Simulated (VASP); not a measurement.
HfC: single point with PBE-based screened hybrid with 50 % exact exchange

Crystal: HfC.

```
Hf C
1.0
     3.34287    0.00000    0.00000
    -1.67143    2.89501    0.00000
     0.00000    0.00000    5.20271
Hf C
2 2
Direct
  0.33333 0.66667 0.25000
  0.66667 0.33333 0.75000
  0.00000 0.00000 0.50000
  0.00000 0.00000 0.00000
```

- Program: VASP 6.6.1
- Task: single point
- Functional: PBE-based screened hybrid with 50 % exact exchange
- Potentials or basis: VASP PAW PBE potentials, release 64 (Hf_pv, C)
- Cutoff: 520 eV
- k mesh: 5 × 5 × 3
- Occupations: fermi-dirac, width 0.05 eV
- Spin: no spin polarisation

```yaml
Pressure: -10.5 GPa
Band_gap_on_the_k_mesh: zero (bands 14 and 15 overlap by 1.48 eV)
```

Stress tensor (GPa, compression positive):
```
-11.81   0.00   0.00
  0.00 -11.81   0.00
  0.00   0.00  -7.98
```

Levels at points of the mesh, in eV from the Fermi level:
```tsv
k point	band 10	band 11	band 12	band 13	band 14	band 15	band 16	band 17	band 18	band 19
(0.00, 0.00, 0.00)	-4.67	-4.67	-2.28	-2.28	1.60	2.01	2.01	2.54	2.54	3.10
```

Wall time 13 min on 1 thread of AMD EPYC 9R45 96-Core Processor (Zen 5), with other jobs on the host, peak memory 0.26 GiB.

Caveat: the k points lie up to 0.43 Å⁻¹ apart, too coarse for converged energies and pressures of a metal; the PAW data sets were made with another functional, which shifts forces and pressure a little; spin-orbit coupling is left out, which moves the levels of the heavy elements.
